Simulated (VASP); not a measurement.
A run of VASP 6.6.1 is set up as follows.

INCAR

```
PREC = Accurate ; ENCUT = 500
EDIFF = 1E-6 ; ISMEAR = 0
SIGMA = 0.01 ; LREAL = F
LASPH = T ; NELM = 120
ALGO = Normal ; ISIF = 2
LWAVE = F ; LCHARG = F
GGA = PE ; NBANDS = 16
GGA_COMPAT = F
```

KPOINTS

```
Automatic mesh
0
Gamma
  6 6 6
```

Contents of POSCAR:

```
GaAs
1.0
    0.0000000000      2.7493627234      2.7493627234
    2.7493627234      0.0000000000      2.7493627234
    2.7493627234      2.7493627234      0.0000000000
Ga As
1 1
Direct
    0.0000000000      0.0000000000      0.0000000000
    0.2500000000      0.2500000000      0.2500000000
```

Potentials or basis: VASP PAW PBE potentials, release 64 (Ga_d, As).

Run with:

```bash
$ cat potpaw_PBE.64/Ga_d/POTCAR potpaw_PBE.64/As/POTCAR > POTCAR
$ mpirun -np 1 vasp_std > vasp.out
```

(1) What does it give for the band gap on the k mesh?

(2) Predict the pressure.

## Answers

(1) 1.17 eV, direct.

(2) 11.1 GPa.
